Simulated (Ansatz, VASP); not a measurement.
**Two plane-wave programs on MgF2**

```
CELL_PARAMETERS angstrom
4.59487 0.00000 0.00000
0.00000 4.59487 0.00000
0.00000 0.00000 3.02889
ATOMIC_POSITIONS crystal
Mg 0.00000 0.00000 0.00000
Mg 0.50000 0.50000 0.50000
F 0.30257 0.30257 0.00000
F 0.19743 0.80257 0.50000
F 0.69743 0.69743 0.00000
F 0.80257 0.19743 0.50000
```

Alike in both runs: functional r2SCAN; k mesh 6 × 6 × 10; occupations fermi-dirac, width 0.02 eV; no spin polarisation.

Ansatz relaxed the structure, and its values are those at the end. VASP's run is a single point on that final structure, the one shown.

```csv
,VASP,Ansatz
version,VASP 6.6.1,Ansatz 0.2.0
potentials or method,"VASP PAW PBE potentials, release 64 (Mg, F), cutoff 660 eV",PAW plane waves
valence electrons in the cell,32,48
```

Ansatz gave:

```
gap on the k mesh at the Fermi level (eV) : 8.20
pressure (GPa)                            : 2.2
rms of the force components (eV/Å)        : 0.000
```

Task: What did VASP give for the same quantities?

Result: gap on the k mesh at the Fermi level (eV): 8.16; pressure (GPa): 0.4; rms of the force components (eV/Å): 0.005.

VASP's potentials were made for PBE, not for r2SCAN. VASP's potentials hold 32 valence electrons a cell and Ansatz's 48, so a difference there can come from the potentials and not from the codes. Ansatz's warnings: stress scf threshold loose.
